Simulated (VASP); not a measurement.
A run of VASP 6.6.1 is set up as follows.

Contents of INCAR:

```
SYSTEM = SiP7
PREC = Accurate
ENCUT = 500
EDIFF = 1E-6
ISMEAR = 0
SIGMA = 0.1
LREAL = .FALSE.
LASPH = .TRUE.
NELM = 120
ALGO = Normal
ISIF = 2
LWAVE = .FALSE.
LCHARG = .FALSE.
GGA = PE
NBANDS = 30
GGA_COMPAT = .FALSE.
```

Contents of KPOINTS:

```
Automatic mesh
0
G
  3 3 3
  0 0 0
```

POSCAR

```
SiP7
1.0
    3.4630930696      1.9994177160      3.1271007868
   -3.4630930696      1.9994177160      3.1271007868
    0.0000000000     -3.9988354319      3.1271007868
Si P
1 7
Direct
    0.0188477187      0.0188477187      0.0188477187
    0.5062431584      0.0075791670      0.5062431584
    0.5494875357      0.5494875357      0.5494875357
    0.0075791670      0.5062431584      0.5062431584
    0.5062431584      0.5062431584      0.0075791670
    0.0550252426      0.5485487765      0.0550252426
    0.5485487765      0.0550252426      0.0550252426
    0.0550252426      0.0550252426      0.5485487765
```

Potentials or basis: VASP PAW PBE potentials, release 64 (Si, P).

Command:

```bash
$ cat potpaw_PBE.64/Si/POTCAR potpaw_PBE.64/P/POTCAR > POTCAR
$ mpirun -np 1 vasp_std > vasp.out
```

What does it give for the pressure?

-0.1 GPa.

Predict the largest force.

0.061 eV/Å.

Forces on the atoms (eV/Å):
```
Si   0.000  0.000 -0.033
P   -0.025  0.014 -0.053
P    0.000  0.000  0.010
P    0.025  0.014 -0.053
P    0.000 -0.029 -0.053
P   -0.002  0.001  0.061
P    0.002  0.001  0.061
P    0.000 -0.002  0.061
```

Caveat: the k points lie up to 0.41 Å⁻¹ apart.
